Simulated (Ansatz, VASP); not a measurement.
## Two plane-wave programs on Au

File INCAR:

```
SYSTEM = Au
  PREC = Accurate
  ENCUT = 520
  EDIFF = 1E-6
  ISMEAR = 0
  SIGMA = 0.15
  LREAL = .FALSE.
  LASPH = .TRUE.
  NELM = 100
  ALGO = Normal
  ISIF = 2
  LWAVE = .FALSE.
  LCHARG = .FALSE.
  GGA = PE
  NBANDS = 12
```

Contents of KPOINTS:

```
regular mesh
0
G
  20 20 20
  0 0 0
```

Contents of POSCAR:

```
Au
1.0
    0.0000000000      1.9432250000      2.0455000000
    1.9432250000      0.0000000000      2.0455000000
    1.9432250000      1.9432250000      0.0000000000
Au
1
Direct
    0.0000000000      0.0000000000      0.0000000000
```

Input for Ansatz:

```yaml
crystal:
  lattice:
    - [0.0, 1.943225, 2.0455]
    - [1.943225, 0.0, 2.0455]
    - [1.943225, 1.943225, 0.0]
  atoms:
    - { symbol: Au, position: [0.0, 0.0, 0.0] }
basis:
  ecutwfc: 420
kpoints:
  mp_grid: { grid: [20, 20, 20] }
hamiltonian:
  xc: pbe
scf:
  occupations: { method: gaussian, width: 0.15 }
output:
  forces: true
  stress: true
  eigenvalues: true
```

Change from the starting cell: strain -0.050 along x and y, +0.000 along z, atoms carried along.

Alike in both runs: task single point; functional PBE; k mesh 20 × 20 × 20; occupations gaussian, width 0.15 eV; no spin polarisation.

```csv
,VASP,Ansatz
version,VASP 6.6.1,Ansatz 0.2.0
potentials or method,"VASP PAW PBE potentials, release 64 (Au), cutoff 520 eV","scalar-relativistic, plane waves, PAW"
valence electrons in the cell,11,19
```

VASP gave:

| Item | Value |
| --- | --- |
| gap on the k mesh at the Fermi level (eV) | none |
| pressure (GPa) | 32.6 |
| traceless stress, the component that is largest in VASP (GPa) | -2.01 |

Problem. Which values does Ansatz return?

Solution. gap on the k mesh at the Fermi level (eV): none; pressure (GPa): 33.0; traceless stress, the component that is largest in VASP (GPa): -2.02.

A gap of «none» marks a metal or a gap that the smearing closes. Both programs put the cell under a high pressure, so it lies far from rest at this level. With one functional, cell and mesh, what is left measures potentials, basis and numerics. VASP's potentials hold 11 valence electrons a cell and Ansatz's 19, so a difference there can come from the potentials and not from the codes.

Spin-orbit coupling is off throughout.
